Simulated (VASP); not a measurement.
# PbSe (I4/mmm) in VASP: settings compared

The runs below take PbSe through single point, with PBE, r2SCAN.

Program: VASP 6.6.1. These are calculated values, not measurements. Logs are shortened: lines on timing, memory, paths and dates and some standing lists are left out, and cuts for length are marked.

**1. The cell of the first run**

It takes space group I4/mmm (No. 139, tetragonal). The conventional cell has a = 4.368 Å, b = 4.368 Å, c = 5.838 Å, α = 90.00°, β = 90.00°, γ = 90.00°. Pb (site symmetry 4/mmm) has 6 Se at 2.92 to 3.09 Å within 3.8 Å. Se (site symmetry 4/mmm) has 6 Pb at 2.92 to 3.09 Å within 3.8 Å.

**2. Single point, PBE (uniaxial x strain -5.5%)**

File INCAR:

```
PREC = Accurate
ENCUT = 520
EDIFF = 1E-7
ISMEAR = -1
SIGMA = 0.02
LREAL = False
LASPH = True
NELM = 80
ALGO = Normal
ISIF = 2
LWAVE = False
LCHARG = True
GGA = PE
LELF = True
LVHAR = True
NBANDS = 17
```

File KPOINTS:

```
Automatic mesh
0
Gamma
  8 8 8
```

File POSCAR:

```
PbSe
1.0
    0.0000000000      3.0887022202      3.0887022202
    2.9191324683      0.0000000000      3.0887022202
    2.9191324683      3.0887022202      0.0000000000
Pb Se
1 1
Direct
    0.0000000000      0.0000000000      0.0000000000
    0.5000000000      0.5000000000      0.5000000000
```

Potentials or basis: VASP PAW PBE potentials, release 64 (Pb_d, Se).

The run is started by

```
$ cat potpaw_PBE.64/Pb_d/POTCAR potpaw_PBE.64/Se/POTCAR > POTCAR
$ mpirun -np 1 vasp_std > vasp.out
```

OUTCAR:

```text
PREC = Accurate
   ENCUT = 520
   EDIFF = 1E-7
   ISMEAR = -1
   LREAL = False
   LASPH = True
   NELM = 80
   ISIF = 2
   GGA = PE

 ion  position               nearest neighbor table
   1  0.000  0.000  0.000-   2 2.92   2 2.92   2 3.09   2 3.09   2 3.09   2 3.09
   2  0.500  0.500  0.500-   1 2.92   1 2.92   1 3.09   1 3.09   1 3.09   1 3.09

  LATTYP: Found a body centered tetragonal cell.
 ALAT       =     4.3680845699
 C/A-ratio  =     1.3365732378

  Lattice vectors:

 A1 = (  -2.9191324683,   0.0000000000,  -3.0887022202)
 A2 = (  -2.9191324683,   0.0000000000,   3.0887022202)
 A3 = (   2.9191324683,   3.0887022202,   0.0000000000)

Analysis of symmetry for initial positions (statically):
=====================================================================
 Subroutine PRICEL returns:
 Original cell was already a primitive cell.

 Routine SETGRP: Setting up the symmetry group for a
 body centered tetragonal supercell.

 Subroutine GETGRP returns: Found 16 space group operations
 (whereof 16 operations were pure point group operations)
 out of a pool of 16 trial point group operations.

The static configuration has the point symmetry D_4h.

Analysis of symmetry for dynamics (positions and initial velocities):
=====================================================================
 Subroutine PRICEL returns:
 Original cell was already a primitive cell.

 Routine SETGRP: Setting up the symmetry group for a
 body centered tetragonal supercell.

 Subroutine GETGRP returns: Found 16 space group operations
 (whereof 16 operations were pure point group operations)
 out of a pool of 16 trial point group operations.

The dynamic configuration has the point symmetry D_4h.

 Subroutine INISYM returns: Found 16 space group operations
 (whereof 16 operations are pure point group operations),
 and found     1 'primitive' translations

----------------------------------------------------------------------------------------

                                     Primitive cell

  volume of cell :      55.6975

  direct lattice vectors                    reciprocal lattice vectors
     0.000000000  3.088702220  3.088702220    -0.171283765  0.161880286  0.161880286
     2.919132468  0.000000000  3.088702220     0.171283765 -0.161880286  0.161880286
     2.919132468  3.088702220  0.000000000     0.171283765  0.161880286 -0.161880286

  length of vectors
[... 79 lines left out ...]
   LASPH  =      T    aspherical Exc in radial PAW
   ENCUT  =  520.0 eV  38.22 Ry    6.18 a.u.   8.12  7.90  7.90*2*pi/ulx,y,z
   NELM   =     80;   NELMIN=  2; NELMDL= -5     # of ELM steps
   EDIFF  = 0.1E-06   stopping-criterion for ELM
   LREAL  =      F    real-space projection
   EDIFFG = 0.1E-05   stopping-criterion for IOM
   NSW    =      0    number of steps for IOM
   IBRION =     -1    ionic relax: 0-MD 1-quasi-New 2-CG
   NFREE  =      0    steps in history (QN), initial steepest desc. (CG)
   ISIF   =      2    stress and relaxation
   ISYM   =      2    0-nonsym 1-usesym 2-fastsym
   POTIM  = 0.5000    time-step for ionic-motion
   TEBEG  =    0.0;   TEEND  =   0.0 temperature during run
   PSTRESS=    0.0 pullay stress
   NELECT =      20.0000    total number of electrons
   NUPDOWN=      -1.0000    fix difference up-down
   EMIN   =  10.00;   EMAX   =-10.00  energy-range for DOS
   EFERMI =   0.00;   METHOD = LEGACY
   ISMEAR =    -1;   SIGMA  =   0.02  broadening in eV -4-tet -1-fermi 0-gaus
   EFERMI_NEDOS =   21; number of points for ismear=-14 and -15
   IALGO  =     38    algorithm
   IMIX   =      4    mixing-type and parameters
     AMIX     =   0.40;   BMIX     =  1.00
     AMIX_MAG =   1.60;   BMIX_MAG =  1.00
  volume/ion in A,a.u.               =      27.85       187.93
  Fermi-wavevector in a.u.,A,eV,Ry     =   1.163607  2.198898 18.422023  1.353980
  Thomas-Fermi vector in A             =   2.300154
   LORBIT       =      0    0 simple, 1 ext, 2 COOP (PROOUT), +10 PAW based schemes
   GGA     = PE    functional components
   LHFCALC =     F    Hartree Fock is set to
   AEXX    =    0.0000 exact exchange contribution
   IVDW    =     0    specifies the selected vdW correction
   LEPSILON=     F    determine dielectric tensor
   LRPA    =     F    only Hartree local field effects (RPA)
 non-spin polarized calculation
  energy-cutoff  :      520.00
  volume of cell :       55.70
 maximum number of plane-waves:      1522
   NGX = 17   NGY = 15   NGZ = 15

 number of electron      20.0000003 magnetization

 Free energy of the ion-electron system (eV)
  ---------------------------------------------------
  ext. energy  EPLUGINS =         0.00000000
  ---------------------------------------------------
  free energy    TOTEN  =        -8.08636024 eV

  energy without entropy =       -8.08615128  energy(sigma->0) =       -8.08625576

 E-fermi :   5.5902     XC(G=0):  -9.6608

 val. band max:        5.5472093890   @ k =   0.5000   0.0000   0.0000
 cond. band min:       5.6332396509   @ k =   0.5000   0.0000   0.0000
 fundamental gap:      0.0860302620
 Fermi energy:         5.5902245196

 k-point     1 :       0.0000    0.0000    0.0000
  band No.  band energies     occupation
      1     -11.4643      2.00000
      2     -11.4601      2.00000
      3     -11.4472      2.00000
      4     -11.4472      2.00000
      5     -11.4443      2.00000
      6      -8.4218      2.00000
[... 457 lines left out ...]
      4     -11.4344      2.00000
      5     -11.4263      2.00000
      6      -7.7267      2.00000
[... 9 lines left out ...]
     16      14.8899      0.00000
     17      16.7415      0.00000

 [... further k-points ...]

------------------------ aborting loop because EDIFF is reached ----------------------------------------

  FORCE on cell =-STRESS in cart. coord.  units (eV):
  Direction    XX          YY          ZZ          XY          YZ          ZX
  --------------------------------------------------------------------------------------
  -------------------------------------------------------------------------------------
  Total        3.7555400      0.5797113      0.5797113      0.0000000      0.0000000     -0.0000000
  in kB      108.0306774     16.6757907     16.6757907      0.0000000      0.0000000     -0.0000000
  external PRESSURE =      47.1274196 kB  Pullay stress =       0.0000000 kB

 VOLUME and BASIS-vectors are now :
 -----------------------------------------------------------------------------
  energy-cutoff  :      520.00
  volume of cell :       55.70
      direct lattice vectors                 reciprocal lattice vectors
     0.000000000  3.088702220  3.088702220    -0.171283765  0.161880286  0.161880286
     2.919132468  0.000000000  3.088702220     0.171283765 -0.161880286  0.161880286
     2.919132468  3.088702220  0.000000000     0.171283765  0.161880286 -0.161880286

 POSITION                                       TOTAL-FORCE (eV/Angst)
 -----------------------------------------------------------------------------------
      0.00000      0.00000      0.00000        -0.000000      0.000000      0.000000
      2.91913      3.08870      3.08870         0.000000     -0.000000     -0.000000
 -----------------------------------------------------------------------------------
    total drift:                                0.000000     -0.000000     -0.000000

  FREE ENERGIE OF THE ION-ELECTRON SYSTEM (eV)
  ---------------------------------------------------
  free  energy   TOTEN  =        -8.0863602429 eV

  energy  without entropy=       -8.0861512774  energy(sigma->0) =       -8.08625576
```

OSZICAR:

```text
N       E                     dE             d eps       ncg     rms          rms(c)
DAV:   1     0.157934954390E+03    0.15793E+03   -0.95671E+03  2014   0.120E+03
DAV:   2     0.304375951147E+01   -0.15489E+03   -0.14964E+03  2157   0.312E+02
DAV:   3    -0.808987344206E+01   -0.11134E+02   -0.10967E+02  2561   0.893E+01
DAV:   4    -0.835366502427E+01   -0.26379E+00   -0.26358E+00  2495   0.150E+01
DAV:   5    -0.836207183919E+01   -0.84068E-02   -0.84064E-02  2848   0.259E+00    0.288E+00
DAV:   6    -0.808974452246E+01    0.27233E+00   -0.64967E-01  3145   0.580E+00    0.168E+00
DAV:   7    -0.808357165430E+01    0.61729E-02   -0.11918E-01  2448   0.174E+00    0.883E-01
DAV:   8    -0.808663337605E+01   -0.30617E-02   -0.12453E-02  2461   0.123E+00    0.127E-01
DAV:   9    -0.808631300641E+01    0.32037E-03   -0.25333E-03  3187   0.502E-01    0.495E-02
DAV:  10    -0.808635184722E+01   -0.38841E-04   -0.22407E-04  2350   0.902E-02    0.176E-02
DAV:  11    -0.808636046752E+01   -0.86203E-05   -0.59218E-05  2663   0.742E-02    0.108E-02
DAV:  12    -0.808636017869E+01    0.28884E-06   -0.32117E-06  2551   0.126E-02    0.241E-03
DAV:  13    -0.808636024287E+01   -0.64180E-07   -0.98298E-08  2195   0.303E-03
   1 F= -.80863602E+01 E0= -.80862558E+01  d E =-.208965E-03
```

Run time: 30 s. Hardware: 1 thread of Intel Xeon 8259CL, shared host; peak memory 0.21 GiB.

Results:

| Quantity | Value |
| --- | --- |
| Free energy | -8.0864 eV |
| Pressure | 4.7 GPa |
| Band gap on the k mesh | 0.09 eV |

Caveat: the cell differs from its parent crystal (uniaxial x strain -5.5%); the cell stands under pressure; spin-orbit coupling is left out, which moves the levels of the heavy elements.

**3. Single point, r2SCAN (uniaxial x strain -5.5%)**

POSCAR is that of step 2.

File INCAR.step1:

```
ALGO     = Normal         # electronic algorithm
EDIFF    = 1E-4           # SCF threshold, eV
ENCUT    = 520            # plane-wave cutoff, eV
GGA      = PE             # functional
ISMEAR   = -1             # smearing method
LASPH    = True           # aspherical terms in the spheres
LCHARG   = False          # write CHGCAR
LREAL    = False          # projectors in reciprocal space
LWAVE    = True           # write WAVECAR
NBANDS   = 17             # bands
NELM     = 100            # most SCF steps
PREC     = Accurate       # precision mode
SIGMA    = 0.02           # smearing width, eV
```

File INCAR.step2:

```
ALGO     = Normal         # electronic algorithm
EDIFF    = 1E-6           # SCF threshold, eV
ENCUT    = 520            # plane-wave cutoff, eV
ISIF     = 2              # what is computed and relaxed
ISMEAR   = -1             # smearing method
ISTART   = 1            
LASPH    = True           # aspherical terms in the spheres
LCHARG   = True           # write CHGCAR
LELF     = True           # ELF
LMIXTAU  = True         
LREAL    = False          # projectors in reciprocal space
LVHAR    = True         
LWAVE    = False          # write WAVECAR
METAGGA  = R2SCAN         # meta-GGA
NBANDS   = 17             # bands
NELM     = 100            # most SCF steps
PREC     = Accurate       # precision mode
SIGMA    = 0.02           # smearing width, eV
```

File KPOINTS:

```
k-points
0
Gamma
  8 8 8
```

Potentials or basis: VASP PAW PBE potentials, release 64 (Pb_d, Se).

The run is started by

```
$ cat potpaw_PBE.64/Pb_d/POTCAR potpaw_PBE.64/Se/POTCAR > POTCAR
$ cp INCAR.step1 INCAR
$ mpirun -np 1 vasp_std > vasp.out
$ cp INCAR.step2 INCAR
$ mpirun -np 1 vasp_std > vasp.out
```

It took 2.8 min on 1 thread of Intel Xeon 8259CL, shared host; peak memory 0.22 GiB.

The run converged. Its results:

| Item | Value |
| --- | --- |
| Free energy | -71.8474 eV |
| Pressure | 3.9 GPa |
| Band gap on the k mesh | 0.36 eV |

Stress tensor (GPa, compression positive):
```
10.13  0.00  0.00
 0.00  0.79  0.00
 0.00  0.00  0.79
```

Levels at points of the mesh, in eV from the valence-band top:
| k point | band 8 | band 9 | band 10 | band 11 | band 12 | band 13 |
| --- | --- | --- | --- | --- | --- | --- |
| (0.00, 0.00, 0.00) | -2.67 | -2.13 | -2.13 | 4.53 | 4.53 | 5.99 |
| (0.50, 0.00, 0.00) | -1.93 | -1.81 | 0.00 | 0.36 | 1.56 | 1.94 |
| (0.50, 0.50, 0.00) | -5.51 | -4.00 | -3.36 | 3.87 | 5.38 | 6.25 |
| (0.00, 0.50, 0.50) | -5.63 | -3.80 | -3.80 | 3.61 | 5.80 | 5.80 |

Caveat: the cell differs from its parent crystal (uniaxial x strain -5.5%); the cell stands under pressure; the PAW data sets were made with another functional, which shifts forces and pressure a little; spin-orbit coupling is left out, which moves the levels of the heavy elements.
